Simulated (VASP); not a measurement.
The system is Pt3S2.

```xyz
5
Lattice="3.9928 0.0000 0.0000 -1.9964 3.4579 0.0000 0.0000 0.0000 6.2122" Properties=species:S:1:pos:R:3 pbc="T T T"
Pt    0.0000    0.0000    0.0000
Pt    0.0000    2.3053    4.0069
Pt    1.9964    1.1526    2.2053
S     0.0000    2.3053    1.5220
S     1.9964    1.1526    4.6902
```

| Item | Value |
| --- | --- |
| Program | VASP 6.6.1 |
| Task | relaxation of cell and atoms |
| Functional | PBE |
| Potentials or basis | VASP PAW PBE potentials, release 64 (Pt, S) |
| Cutoff | 600 eV |
| k mesh | 6 × 6 × 4 |
| Occupations | gaussian, width 0.1 eV |
| Spin | no spin polarisation |

At the start: pressure 0.8 GPa; volume 17.15 Å³/atom.

Where does the relaxation end?

Over 20 steps the energy falls by 79.6 meV/atom and the volume is 16.37 Å³/atom (-4.6 %); space group P-3m1 (No. 164, to 0.1 Å) before and after.

The path:
| step | energy change (eV) | largest force (eV/Å) | pressure (GPa) | volume (Å³) |
| --- | --- | --- | --- | --- |
| 1 | 0.0000 | 0.6413 | 0.75 | 85.77 |
| 2 | -0.1021 | 0.3437 | -2.05 | 86.74 |
| 3 | -0.1676 | 0.1112 | -5.07 | 87.91 |
| 4 | -0.2273 | 0.2410 | -3.67 | 86.65 |
| 5 | -0.3006 | 0.6184 | -0.16 | 84.00 |
| 6 | -0.3050 | 0.8138 | 1.71 | 82.85 |
| 7 | -0.3388 | 0.7312 | 1.89 | 82.19 |
| 8 | -0.3575 | 0.3961 | 3.80 | 80.12 |
| 9 | -0.3663 | 0.4997 | 2.95 | 80.82 |
| 10 | -0.3923 | 0.0783 | -1.13 | 82.57 |
| 11 | -0.3928 | 0.1239 | -0.66 | 82.35 |
| 12 | -0.3956 | 0.0746 | -0.26 | 82.05 |
| 13 | -0.3964 | 0.0573 | 0.12 | 81.78 |
| 14 | -0.3967 | 0.0604 | 0.00 | 81.84 |
| 15 | -0.3970 | 0.0666 | -0.23 | 81.95 |
| 16 | -0.3965 | 0.0772 | -0.76 | 82.19 |
| 17 | -0.3970 | 0.0691 | -0.37 | 82.01 |
| 18 | -0.3971 | 0.0662 | -0.34 | 81.99 |
| 19 | -0.3975 | 0.0569 | -0.27 | 81.95 |
| 20 | -0.3979 | 0.0371 | -0.12 | 81.86 |

Final structure:
```
CELL_PARAMETERS angstrom
4.20709 0.00000 0.00000
-2.10354 3.64344 0.00000
0.00000 0.00000 5.34064
ATOMIC_POSITIONS crystal
Pt 0.00000 0.00000 0.00000
Pt 0.33333 0.66667 0.64521
Pt 0.66667 0.33333 0.35479
S 0.33333 0.66667 0.19969
S 0.66667 0.33333 0.80031
```
